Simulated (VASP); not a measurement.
# Hf (P6_3/mmc) in VASP: a series of runs

The runs below take Hf through single point, with PBE.

All numbers are computed with VASP 6.6.1; they aren't measurements. Logs are shortened: lines on timing, memory, paths and dates and some standing lists are left out, and cuts for length are marked.

### Step 1. The cell of the first run

Symmetry: P6_3/mmc, No. 194, hexagonal system. Conventional cell: a = 3.165 Å, b = 3.165 Å, c = 5.058 Å, α = 90.00°, β = 90.00°, γ = 120.00°. Hf (site symmetry -6m2) has 12 Hf at 3.12 to 3.16 Å within 4.1 Å.

### Step 2. Single point, PBE (equal xx and yy strain of -1 %)

The input, INCAR:

```
PREC = Accurate
ENCUT = 520
EDIFF = 1E-7
ISMEAR = -1
SIGMA = 0.05
LREAL = False
LASPH = True
NELM = 100
ALGO = Normal
ISIF = 2
LWAVE = False
LCHARG = True
GGA = PE
LELF = True
LVHAR = True
NBANDS = 17
```

The input, KPOINTS:

```
regular mesh
0
Gamma
  13 13 7
```

The input, POSCAR:

```
Hf
1.0
    3.1647315390      0.0000000000      0.0000000000
   -1.5823657695      2.7407379089      0.0000000000
    0.0000000000      0.0000000000      5.0578000000
Hf
2
Direct
    0.3333333333      0.6666666667      0.2500000000
    0.6666666667      0.3333333333      0.7500000000
```

Potentials or basis: VASP PAW PBE potentials, release 64 (Hf_pv).

Started as:

```sh
cat potpaw_PBE.64/Hf_pv/POTCAR > POTCAR
mpirun -np 1 vasp_std > vasp.out
```

OUTCAR:

```text
PREC = Accurate
   ENCUT = 520
   EDIFF = 1E-7
   ISMEAR = -1
   LREAL = False
   LASPH = True
   NELM = 100
   ISIF = 2
   GGA = PE

 ion  position               nearest neighbor table
   1  0.333  0.667  0.250-   2 3.12   2 3.12   2 3.12   2 3.12   2 3.12   2 3.12
   2  0.667  0.333  0.750-   1 3.12   1 3.12   1 3.12   1 3.12   1 3.12   1 3.12

  LATTYP: Found a hexagonal cell.
 ALAT       =     3.1647315390
 C/A-ratio  =     1.5981766345

  Lattice vectors:

 A1 = (   3.1647315390,   0.0000000000,   0.0000000000)
 A2 = (  -1.5823657695,   2.7407379089,   0.0000000000)
 A3 = (   0.0000000000,   0.0000000000,   5.0578000000)

Analysis of symmetry for initial positions (statically):
=====================================================================
 Subroutine PRICEL returns:
 Original cell was already a primitive cell.

 Routine SETGRP: Setting up the symmetry group for a
 hexagonal supercell.

 Subroutine GETGRP returns: Found 24 space group operations
 (whereof 12 operations were pure point group operations)
 out of a pool of 24 trial point group operations.

The static configuration has the point symmetry D_3d.
 The point group associated with its full space group is D_6h.

Analysis of symmetry for dynamics (positions and initial velocities):
=====================================================================
 Subroutine PRICEL returns:
 Original cell was already a primitive cell.

 Routine SETGRP: Setting up the symmetry group for a
 hexagonal supercell.

 Subroutine GETGRP returns: Found 24 space group operations
 (whereof 12 operations were pure point group operations)
 out of a pool of 24 trial point group operations.

The dynamic configuration has the point symmetry D_3d.
 The point group associated with its full space group is D_6h.

 Subroutine INISYM returns: Found 24 space group operations
 (whereof 12 operations are pure point group operations),
 and found     1 'primitive' translations

----------------------------------------------------------------------------------------

                                     Primitive cell

  volume of cell :      43.8698

  direct lattice vectors                    reciprocal lattice vectors
     3.164731539  0.000000000  0.000000000     0.315982568  0.182432621  0.000000000
    -1.582365769  2.740737909  0.000000000     0.000000000  0.364865242  0.000000000
     0.000000000  0.000000000  5.057800000     0.000000000  0.000000000  0.197714421

  length of vectors
     3.164731539  3.164731539  5.057800000     0.364865242  0.364865242  0.197714421

  position of ions in fractional coordinates (direct lattice)
     0.333333333  0.666666667  0.250000000
     0.666666667  0.333333333  0.750000000

  ion indices of the primitive-cell ions
   primitive index   ion index
                 1           1
                 2           2

----------------------------------------------------------------------------------------

 KPOINTS: regular mesh

Automatic generation of k-mesh.
 Grid dimensions read from file:
 generate k-points for:   13   13    7

 Generating k-lattice:

  Cartesian coordinates                     Fractional coordinates (reciprocal lattice)
     0.024306351  0.014033279  0.000000000     0.076923077  0.000000000  0.000000000
     0.000000000  0.028066557  0.000000000     0.000000000  0.076923077  0.000000000
     0.000000000  0.000000000  0.028244917     0.000000000  0.000000000  0.142857143

  Length of vectors
     0.028066557  0.028066557  0.028244917

  Shift w.r.t. Gamma in fractional coordinates (k-lattice)
     0.000000000  0.000000000  0.000000000

 Subroutine IBZKPT returns following result:
 ===========================================

 Found     84 irreducible k-points:

 Following reciprocal coordinates:
            Coordinates               Weight
  0.000000  0.000000  0.000000      1.000000
  0.076923  0.000000  0.000000      6.000000
  0.153846 -0.000000  0.000000      6.000000
  0.230769  0.000000  0.000000      6.000000
  0.307692 -0.000000  0.000000      6.000000
  0.384615 -0.000000  0.000000      6.000000
[... 16 lines left out ...]
  0.076923  0.000000  0.142857     12.000000
  0.153846 -0.000000  0.142857     12.000000
 [... further k-points ...]
   k-points           NKPTS =     84   k-points in BZ     NKDIM =     84   number of bands    NBANDS=     17
   number of dos      NEDOS =    301   number of ions     NIONS =      2
   total plane-waves  NPLWV =  23040
   dimension x,y,z NGX =    24 NGY =   24 NGZ =   40
   dimension x,y,z NGXF=    48 NGYF=   48 NGZF=   80
   ions per type =               2
   NGX,Y,Z   is equivalent  to a cutoff of  12.61, 12.61, 13.15 a.u.
   NGXF,Y,Z  is equivalent  to a cutoff of  25.21, 25.21, 26.30 a.u.
 SYSTEM =  unknown system
   PREC   = accura    normal or accurate (medium, high low for compatibility)
   ISTART =      0    job   : 0-new  1-cont  2-samecut
   ICHARG =      2    charge: 1-file 2-atom 10-const
   ISPIN  =      1    spin polarized calculation?
   LNONCOLLINEAR =      F non collinear calculations
   LSORBIT =      F    spin-orbit coupling
   LASPH  =      T    aspherical Exc in radial PAW
   ENCUT  =  520.0 eV  38.22 Ry    6.18 a.u.   5.88  5.88  9.40*2*pi/ulx,y,z
   NELM   =    100;   NELMIN=  2; NELMDL= -5     # of ELM steps
   EDIFF  = 0.1E-06   stopping-criterion for ELM
   LREAL  =      F    real-space projection
   EDIFFG = 0.1E-05   stopping-criterion for IOM
   NSW    =      0    number of steps for IOM
   IBRION =     -1    ionic relax: 0-MD 1-quasi-New 2-CG
   NFREE  =      0    steps in history (QN), initial steepest desc. (CG)
   ISIF   =      2    stress and relaxation
   ISYM   =      2    0-nonsym 1-usesym 2-fastsym
   POTIM  = 0.5000    time-step for ionic-motion
   TEBEG  =    0.0;   TEEND  =   0.0 temperature during run
   PSTRESS=    0.0 pullay stress
   NELECT =      20.0000    total number of electrons
   NUPDOWN=      -1.0000    fix difference up-down
   EMIN   =  10.00;   EMAX   =-10.00  energy-range for DOS
   EFERMI =   0.00;   METHOD = LEGACY
   ISMEAR =    -1;   SIGMA  =   0.05  broadening in eV -4-tet -1-fermi 0-gaus
   EFERMI_NEDOS =   21; number of points for ismear=-14 and -15
   IALGO  =     38    algorithm
   IMIX   =      4    mixing-type and parameters
     AMIX     =   0.40;   BMIX     =  1.00
     AMIX_MAG =   1.60;   BMIX_MAG =  1.00
  volume/ion in A,a.u.               =      21.93       148.02
  Fermi-wavevector in a.u.,A,eV,Ry     =   1.259978  2.381012 21.599841  1.587544
  Thomas-Fermi vector in A             =   2.393510
   LORBIT       =      0    0 simple, 1 ext, 2 COOP (PROOUT), +10 PAW based schemes
   GGA     = PE    functional components
   LHFCALC =     F    Hartree Fock is set to
   AEXX    =    0.0000 exact exchange contribution
   IVDW    =     0    specifies the selected vdW correction
   LEPSILON=     F    determine dielectric tensor
   LRPA    =     F    only Hartree local field effects (RPA)
 non-spin polarized calculation
  energy-cutoff  :      520.00
  volume of cell :       43.87
 maximum number of plane-waves:      1196
 NGX is ok and might be reduce to    24
   NGX = 11   NGY = 11   NGZ = 19

 number of electron      19.9999999 magnetization

 Free energy of the ion-electron system (eV)
  ---------------------------------------------------
  ext. energy  EPLUGINS =         0.00000000
  ---------------------------------------------------
  free energy    TOTEN  =       -19.84609279 eV

  energy without entropy =      -19.83263393  energy(sigma->0) =      -19.83936336

 E-fermi :   5.0544     XC(G=0): -11.3733

 val. band max:        5.0423237542   @ k =   0.3077   0.2308   0.2857
 cond. band min:       5.0628979556   @ k =   0.3846   0.2308   0.2857
 fundamental gap:      0.0205742014
 Fermi energy:         5.0544267991

 k-point     1 :       0.0000    0.0000    0.0000
  band No.  band energies     occupation
      1     -25.9911      2.00000
      2     -25.1983      2.00000
      3     -25.1983      2.00000
      4     -25.0846      2.00000
      5     -25.0694      2.00000
      6     -25.0694      2.00000
[... 9 lines left out ...]
     16       7.8191      0.00000
     17      10.5138      0.00000

 k-point     2 :       0.0769    0.0000    0.0000
  band No.  band energies     occupation
      1     -25.9748      2.00000
      2     -25.2345      2.00000
      3     -25.2101      2.00000
      4     -25.1075      2.00000
      5     -25.0916      2.00000
      6     -25.0744      2.00000
[... 9 lines left out ...]
     16       7.6419      0.00000
     17      10.6542      0.00000

 k-point     3 :       0.1538   -0.0000    0.0000
  band No.  band energies     occupation
      1     -25.9278      2.00000
      2     -25.3349      2.00000
      3     -25.2422      2.00000
      4     -25.2109      2.00000
      5     -25.1129      2.00000
      6     -25.0891      2.00000
[... 9 lines left out ...]
     16       7.7353      0.00000
     17      10.9540      0.00000

 k-point     4 :       0.2308    0.0000    0.0000
  band No.  band energies     occupation
      1     -25.8556      2.00000
      2     -25.4764      2.00000
      3     -25.3507      2.00000
      4     -25.2856      2.00000
      5     -25.1487      2.00000
      6     -25.1112      2.00000
[... 9 lines left out ...]
     16       8.5078      0.00000
     17      11.2435      0.00000
[... 343 lines left out ...]
      1     -25.9492      2.00000
      2     -25.1919      2.00000
      3     -25.1919      2.00000
      4     -25.1329      2.00000
      5     -25.0758      2.00000
      6     -25.0758      2.00000
[... 9 lines left out ...]
     16       8.1120      0.00000
     17      10.5823      0.00000

 k-point    23 :       0.0769    0.0000    0.1429
  band No.  band energies     occupation
      1     -25.9349      2.00000
      2     -25.2272      2.00000
      3     -25.2035      2.00000
      4     -25.1579      2.00000
      5     -25.0943      2.00000
      6     -25.0812      2.00000
[... 9 lines left out ...]
     16       7.9832      0.00000
     17      10.6962      0.00000

 k-point    24 :       0.1538   -0.0000    0.1429
  band No.  band energies     occupation
      1     -25.8945      2.00000
      2     -25.3249      2.00000
      3     -25.2487      2.00000
      4     -25.2347      2.00000
      5     -25.1227      2.00000
      6     -25.0968      2.00000
[... 9 lines left out ...]
     16       7.8981      0.00000
     17      10.9328      0.00000

 [... further k-points ...]
[... 5 lines left out ...]
  --------------------------------------------------------------------------------------
  -------------------------------------------------------------------------------------
  Total        0.8413212      0.8413212      0.4478103      0.0000000      0.0000000      0.0000000
  in kB       30.7260249     30.7260249     16.3545521      0.0000000      0.0000000      0.0000000
  external PRESSURE =      25.9355340 kB  Pullay stress =       0.0000000 kB

 VOLUME and BASIS-vectors are now :
 -----------------------------------------------------------------------------
  energy-cutoff  :      520.00
  volume of cell :       43.87
      direct lattice vectors                 reciprocal lattice vectors
     3.164731539  0.000000000  0.000000000     0.315982568  0.182432621  0.000000000
    -1.582365769  2.740737909  0.000000000     0.000000000  0.364865242  0.000000000
     0.000000000  0.000000000  5.057800000     0.000000000  0.000000000  0.197714421

 POSITION                                       TOTAL-FORCE (eV/Angst)
 -----------------------------------------------------------------------------------
     -0.00000      1.82716      1.26445        -0.000000      0.000000      0.000000
      1.58237      0.91358      3.79335         0.000000     -0.000000      0.000000
 -----------------------------------------------------------------------------------
    total drift:                               -0.000000      0.000000     -0.000000

  FREE ENERGIE OF THE ION-ELECTRON SYSTEM (eV)
  ---------------------------------------------------
  free  energy   TOTEN  =       -19.8460927855 eV

  energy  without entropy=      -19.8326339350  energy(sigma->0) =      -19.83936336
```

Run time: 75 s. Hardware: 1 thread of Intel Xeon 8259CL, shared host; peak memory 0.19 GiB.

Results:

```
Free energy            : -19.8461 eV
Pressure               : 2.6 GPa
Band gap on the k mesh : zero (band 10 reaches 6.26 eV, above the bottom of band 11 at 4.67 eV)
```

Stress tensor (GPa, compression positive):
```
3.07 0.00 0.00
0.00 3.07 0.00
0.00 0.00 1.64
```

Caveat: the cell differs from its parent crystal (equal xx and yy strain of -1 %); spin-orbit coupling is left out, which moves the levels of the heavy elements.

[end of part 1 of 2]
